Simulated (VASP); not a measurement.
# Rh in VASP: single point with PBEsol

Aim: the single point of Rh with PBEsol.

All numbers are computed with VASP 6.6.1; they aren't measurements. Logs are shortened: lines on timing, memory, paths and dates and some standing lists are left out, and cuts for length are marked.

**1. The cell of the first run**

The typed cell holds 2 atoms: a = 4.232 Å, b = 4.232 Å, c = 2.676 Å, α = 90.00°, β = 90.00°, γ = 143.55°.

**2. Single point, PBEsol**

INCAR reads:

```
ALGO     = Normal         # electronic algorithm
EDIFF    = 1E-7           # SCF threshold, eV
ENCUT    = 520            # plane-wave cutoff, eV
GGA      = PS             # functional
ISIF     = 2              # what is computed and relaxed
ISMEAR   = -1             # smearing method
LASPH    = True           # aspherical terms in the spheres
LCHARG   = False          # write CHGCAR
LREAL    = False          # projectors in reciprocal space
LWAVE    = False          # write WAVECAR
NBANDS   = 22             # bands
NELM     = 60             # most SCF steps
PREC     = Accurate       # precision mode
SIGMA    = 0.1            # smearing width, eV
```

KPOINTS reads:

```
k-points
0
Gamma
  20 20 19
```

POSCAR reads:

```
Rh
1.0
   -2.6443099811      3.0409271091      1.2936254506
    3.0409271091     -2.6443099811      1.2936254506
    1.8493711778      1.8493711778     -0.5672204542
Rh
2
Direct
    0.0101624413      0.9898375587      1.0000000000
    0.7398375587      0.2601624413      0.5000000000
```

Potentials or basis: VASP PAW PBE potentials, release 64 (Rh_pv).

Launch:

```sh
> cat potpaw_PBE.64/Rh_pv/POTCAR > POTCAR
> mpirun -np 1 vasp_std > vasp.out
```

OUTCAR:

```text
EDIFF = 1E-7
   ENCUT = 520
   GGA = PS
   ISIF = 2
   ISMEAR = -1
   LASPH = True
   LREAL = False
   NELM = 60
   PREC = Accurate

 ion  position               nearest neighbor table
   1  0.010  0.990  0.000-   2 2.55   2 2.55   2 2.64   2 2.64   2 2.64   2 2.64
   2  0.740  0.260  0.500-   1 2.55   1 2.55   1 2.64   1 2.64   1 2.64   1 2.64

  LATTYP: Found a base centered monoclinic cell.
 ALAT       =     2.6473529266
 B/A-ratio  =     3.0370485617
 C/A-ratio  =     1.0108994033
 COS(beta)  =    -0.0000786269

  Lattice vectors:

 A1 = (  -2.6443099811,   3.0409271091,   1.2936254506)
 A2 = (   3.0409271091,  -2.6443099811,   1.2936254506)
 A3 = (   1.8493711778,   1.8493711778,  -0.5672204542)

Analysis of symmetry for initial positions (statically):
=====================================================================
 Subroutine PRICEL returns:
 Original cell was already a primitive cell.

 Routine SETGRP: Setting up the symmetry group for a
 base centered monoclinic supercell.

 Subroutine GETGRP returns: Found  4 space group operations
 (whereof  2 operations were pure point group operations)
 out of a pool of  4 trial point group operations.

The static configuration has the point symmetry C_2 .
 The point group associated with its full space group is C_2h.

Analysis of symmetry for dynamics (positions and initial velocities):
=====================================================================
 Subroutine PRICEL returns:
 Original cell was already a primitive cell.

 Routine SETGRP: Setting up the symmetry group for a
 base centered monoclinic supercell.

 Subroutine GETGRP returns: Found  4 space group operations
 (whereof  2 operations were pure point group operations)
 out of a pool of  4 trial point group operations.

The dynamic configuration has the point symmetry C_2 .
 The point group associated with its full space group is C_2h.

 Subroutine INISYM returns: Found  4 space group operations
 (whereof  2 operations are pure point group operations),
 and found     1 'primitive' translations

----------------------------------------------------------------------------------------

                                     Primitive cell

  volume of cell :      28.4817

  direct lattice vectors                    reciprocal lattice vectors
    -2.644309981  3.040927109  1.293625451    -0.031335502  0.144558658  0.369153899
     3.040927109 -2.644309981  1.293625451     0.144558658 -0.031335502  0.369153899
     1.849371178  1.849371178 -0.567220454     0.258221218  0.258221218 -0.079168942

  length of vectors
     4.232384643  4.232384643  2.676207494     0.397685454  0.397685454  0.373663105

  position of ions in fractional coordinates (direct lattice)
     0.010162441  0.989837559  0.000000000
     0.739837559  0.260162441  0.500000000

  ion indices of the primitive-cell ions
   primitive index   ion index
                 1           1
                 2           2

----------------------------------------------------------------------------------------

 KPOINTS: k-points

Automatic generation of k-mesh.
 Grid dimensions read from file:
 generate k-points for:   20   20   19

 Generating k-lattice:

  Cartesian coordinates                     Fractional coordinates (reciprocal lattice)
    -0.001566775  0.007227933  0.018457695     0.050000000 -0.000000000  0.000000000
     0.007227933 -0.001566775  0.018457695    -0.000000000  0.050000000  0.000000000
     0.013590590  0.013590590 -0.004166786     0.000000000  0.000000000  0.052631579

  Length of vectors
     0.019884273  0.019884273  0.019666479

  Shift w.r.t. Gamma in fractional coordinates (k-lattice)
     0.000000000  0.000000000  0.000000000

 Subroutine IBZKPT returns following result:
 ===========================================

 Found   2001 irreducible k-points:

 Following reciprocal coordinates:
            Coordinates               Weight
  0.000000  0.000000  0.000000      1.000000
  0.050000  0.000000  0.000000      4.000000
  0.100000  0.000000  0.000000      4.000000
  0.150000  0.000000  0.000000      4.000000
  0.200000  0.000000  0.000000      4.000000
  0.250000  0.000000  0.000000      4.000000
[... 16 lines left out ...]
 -0.400000  0.050000 -0.000000      4.000000
 -0.350000  0.050000 -0.000000      4.000000
 [... further k-points ...]
   k-points           NKPTS =   2001   k-points in BZ     NKDIM =   2001   number of bands    NBANDS=     22
   number of dos      NEDOS =    301   number of ions     NIONS =      2
   total plane-waves  NPLWV =  20480
   dimension x,y,z NGX =    32 NGY =   32 NGZ =   20
   dimension x,y,z NGXF=    64 NGYF=   64 NGZF=   40
   ions per type =               2
   NGX,Y,Z   is equivalent  to a cutoff of  12.57, 12.57, 12.42 a.u.
   NGXF,Y,Z  is equivalent  to a cutoff of  25.14, 25.14, 24.85 a.u.
 SYSTEM =  unknown system
   PREC   = accura    normal or accurate (medium, high low for compatibility)
   ISTART =      0    job   : 0-new  1-cont  2-samecut
   ICHARG =      2    charge: 1-file 2-atom 10-const
   ISPIN  =      1    spin polarized calculation?
   LNONCOLLINEAR =      F non collinear calculations
   LSORBIT =      F    spin-orbit coupling
   LASPH  =      T    aspherical Exc in radial PAW
   ENCUT  =  520.0 eV  38.22 Ry    6.18 a.u.   7.87  7.87  4.98*2*pi/ulx,y,z
   NELM   =     60;   NELMIN=  2; NELMDL= -5     # of ELM steps
   EDIFF  = 0.1E-06   stopping-criterion for ELM
   LREAL  =      F    real-space projection
   EDIFFG = 0.1E-05   stopping-criterion for IOM
   NSW    =      0    number of steps for IOM
   IBRION =     -1    ionic relax: 0-MD 1-quasi-New 2-CG
   NFREE  =      0    steps in history (QN), initial steepest desc. (CG)
   ISIF   =      2    stress and relaxation
   ISYM   =      2    0-nonsym 1-usesym 2-fastsym
   POTIM  = 0.5000    time-step for ionic-motion
   TEBEG  =    0.0;   TEEND  =   0.0 temperature during run
   PSTRESS=    0.0 pullay stress
   NELECT =      30.0000    total number of electrons
   NUPDOWN=      -1.0000    fix difference up-down
   EMIN   =  10.00;   EMAX   =-10.00  energy-range for DOS
   EFERMI =   0.00;   METHOD = LEGACY
   ISMEAR =    -1;   SIGMA  =   0.10  broadening in eV -4-tet -1-fermi 0-gaus
   EFERMI_NEDOS =   21; number of points for ismear=-14 and -15
   IALGO  =     38    algorithm
   IMIX   =      4    mixing-type and parameters
     AMIX     =   0.40;   BMIX     =  1.00
     AMIX_MAG =   1.60;   BMIX_MAG =  1.00
  volume/ion in A,a.u.               =      14.24        96.10
  Fermi-wavevector in a.u.,A,eV,Ry     =   1.665687  3.147693 37.749564  2.774515
  Thomas-Fermi vector in A             =   2.752014
   LORBIT       =      0    0 simple, 1 ext, 2 COOP (PROOUT), +10 PAW based schemes
   GGA     = PS    functional components
   LHFCALC =     F    Hartree Fock is set to
   AEXX    =    0.0000 exact exchange contribution
   IVDW    =     0    specifies the selected vdW correction
   LEPSILON=     F    determine dielectric tensor
   LRPA    =     F    only Hartree local field effects (RPA)
 non-spin polarized calculation
  energy-cutoff  :      520.00
  volume of cell :       28.48
 maximum number of plane-waves:       782
   NGX = 15   NGY = 15   NGZ =  9

 number of electron      29.9999999 magnetization

 Free energy of the ion-electron system (eV)
  ---------------------------------------------------
  ext. energy  EPLUGINS =         0.00000000
  ---------------------------------------------------
  free energy    TOTEN  =       -15.84129755 eV

  energy without entropy =      -15.75611720  energy(sigma->0) =      -15.79870738

 E-fermi :  11.1726     XC(G=0): -13.9307

 val. band max:       11.1688124091   @ k =   0.0500   0.0500   0.1053
 cond. band min:      11.1734736622   @ k =  -0.0500  -0.0500   0.1579
 fundamental gap:      0.0046612531
 Fermi energy:        11.1725681670

 k-point     1 :       0.0000    0.0000    0.0000
  band No.  band energies     occupation
      1     -35.9945      2.00000
      2     -35.3846      2.00000
      3     -35.2309      2.00000
      4     -35.1331      2.00000
      5     -35.1213      2.00000
      6     -35.0838      2.00000
[... 14 lines left out ...]
     21      28.4437      0.00000
     22      29.7198      0.00000

 k-point     2 :       0.0500    0.0000    0.0000
  band No.  band energies     occupation
      1     -35.9904      2.00000
      2     -35.3822      2.00000
      3     -35.2483      2.00000
      4     -35.1325      2.00000
      5     -35.1293      2.00000
      6     -35.0844      2.00000
[... 14 lines left out ...]
     21      28.4782      0.00000
     22      28.9262      0.00000

 k-point     3 :       0.1000    0.0000    0.0000
  band No.  band energies     occupation
      1     -35.9786      2.00000
      2     -35.3749      2.00000
      3     -35.2925      2.00000
      4     -35.1648      2.00000
      5     -35.1246      2.00000
      6     -35.0862      2.00000
[... 14 lines left out ...]
     21      27.3647      0.00000
     22      28.2339      0.00000

 k-point     4 :       0.1500    0.0000    0.0000
  band No.  band energies     occupation
      1     -35.9603      2.00000
      2     -35.3633      2.00000
      3     -35.3536      2.00000
      4     -35.2139      2.00000
      5     -35.1258      2.00000
      6     -35.0893      2.00000
[... 14 lines left out ...]
     21      26.1959      0.00000
     22      27.2006      0.00000

 k-point     5 :       0.2000    0.0000    0.0000
  band No.  band energies     occupation
      1     -35.9375      2.00000
      2     -35.4252      2.00000
      3     -35.3481      2.00000
      4     -35.2732      2.00000
      5     -35.1338      2.00000
      6     -35.0938      2.00000
[... 417 lines left out ...]
 k-point    22 :      -0.4500    0.0500   -0.0000
  band No.  band energies     occupation
      1     -35.8520      2.00000
      2     -35.7054      2.00000
      3     -35.4479      2.00000
      4     -35.2680      2.00000
      5     -35.2223      2.00000
      6     -35.1309      2.00000
[... 14 lines left out ...]
     21      26.0561      0.00000
     22      29.1534      0.00000

 k-point    23 :      -0.4000    0.0500   -0.0000
  band No.  band energies     occupation
      1     -35.8554      2.00000
      2     -35.6557      2.00000
      3     -35.4198      2.00000
      4     -35.2833      2.00000
      5     -35.2077      2.00000
      6     -35.1243      2.00000
[... 14 lines left out ...]
     21      25.7031      0.00000
     22      29.3171      0.00000

 k-point    24 :      -0.3500    0.0500   -0.0000
  band No.  band energies     occupation
      1     -35.8689      2.00000
      2     -35.5901      2.00000
      3     -35.3776      2.00000
      4     -35.3019      2.00000
      5     -35.1891      2.00000
      6     -35.1164      2.00000
[... 14 lines left out ...]
     21      25.4244      0.00000
     22      29.6385      0.00000

 [... further k-points ...]

------------------------ aborting loop because EDIFF is reached ----------------------------------------

  FORCE on cell =-STRESS in cart. coord.  units (eV):
  Direction    XX          YY          ZZ          XY          YZ          ZX
  --------------------------------------------------------------------------------------
  -------------------------------------------------------------------------------------
  Total       -0.0499050     -0.0499050     -0.0234178     -0.1072011      0.0220820      0.0220820
  in kB       -2.8073018     -2.8073018     -1.3173202     -6.0303809      1.2421778      1.2421776
  external PRESSURE =      -2.3106413 kB  Pullay stress =       0.0000000 kB

 VOLUME and BASIS-vectors are now :
 -----------------------------------------------------------------------------
  energy-cutoff  :      520.00
  volume of cell :       28.48
      direct lattice vectors                 reciprocal lattice vectors
    -2.644309981  3.040927109  1.293625451    -0.031335502  0.144558658  0.369153899
     3.040927109 -2.644309981  1.293625451     0.144558658 -0.031335502  0.369153899
     1.849371178  1.849371178 -0.567220454     0.258221218  0.258221218 -0.079168942

 POSITION                                       TOTAL-FORCE (eV/Angst)
 -----------------------------------------------------------------------------------
      2.98315     -2.58653      1.29363         0.011843     -0.011843      0.000000
     -0.24054      2.48653      1.01002        -0.011843      0.011843     -0.000000
 -----------------------------------------------------------------------------------
    total drift:                                0.000000      0.000000     -0.000000

  FREE ENERGIE OF THE ION-ELECTRON SYSTEM (eV)
  ---------------------------------------------------
  free  energy   TOTEN  =       -15.8412975524 eV

  energy  without entropy=      -15.7561172021  energy(sigma->0) =      -15.79870738
```

Wall time 9.6 min (1 thread of AMD EPYC 9R45 (Zen 5), shared host); peak memory 0.93 GiB.

Results:

```yaml
Free_energy: -15.8413 eV
Pressure: -0.2 GPa
Largest_force: 0.017 eV/Å
Band_gap_on_the_k_mesh: zero (band 15 reaches 12.36 eV, above the bottom of band 16 at 10.20 eV)
```

Forces on the atoms (eV/Å):
```
Rh   0.012 -0.012  0.000
Rh  -0.012  0.012  0.000
```

Stress tensor (GPa, compression positive):
```
-0.28 -0.60  0.12
-0.60 -0.28  0.12
 0.12  0.12 -0.13
```

Caveat: the PAW data sets were made with another functional, which shifts forces and pressure a little.
